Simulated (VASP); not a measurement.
Write the native input for VASP 6.6.1 that does the following.

```yaml
Task: single point
Functional: PBE
Potentials_or_basis: VASP PAW PBE potentials, release 64 (Sn_d)
Cutoff: 520 eV
k_mesh: 5 × 5 × 5
Occupations: fermi-dirac, width 0.03 eV
Spin: no spin polarisation
Dipole_correction: no
Further_INCAR_settings: ALGO = Fast; EDIFF = 1e-06; NBANDS = 21
```

The structure of Sn lies in POSCAR:

```
Sn
1.0
   -2.9401404553      2.9401404553      1.5993019889
    2.9401404553     -2.9401404553      1.5993019889
    2.9401404553      2.9401404553     -1.5993019889
Sn
2
Direct
    0.0000000000      0.0000000000      0.0000000000
    0.7500000000      0.2500000000      0.5000000000
```

One way to write it, as run:

INCAR

```
SYSTEM = Sn
ALGO = Fast
EDIFF = 1E-6
ENCUT = 520
GGA = PE
ISIF = 2
ISMEAR = -1
LASPH = .TRUE.
LCHARG = .FALSE.
LREAL = .FALSE.
LWAVE = .FALSE.
NBANDS = 21
NELM = 80
PREC = Accurate
SIGMA = 0.03
```

KPOINTS

```
k-points
0
G
  5 5 5
  0 0 0
```

Potentials or basis: VASP PAW PBE potentials, release 64 (Sn_d).

Launch:

```bash
$ cat potpaw_PBE.64/Sn_d/POTCAR > POTCAR
$ mpirun -np 1 vasp_std > vasp.out
```

Results of the run:

```yaml
Pressure: 1.7 GPa
Band_gap_on_the_k_mesh: zero (band 14 reaches 9.07 eV, above the bottom of band 15 at 6.61 eV)
```

Caveat: the k points lie up to 0.45 Å⁻¹ apart; spin-orbit coupling is left out, which moves the levels of the heavy elements.

Run time: 16 s on 1 thread of Intel(R) Xeon(R) Platinum 8488C (Sapphire Rapids), with other jobs on the host, peak memory 0.2 GiB.
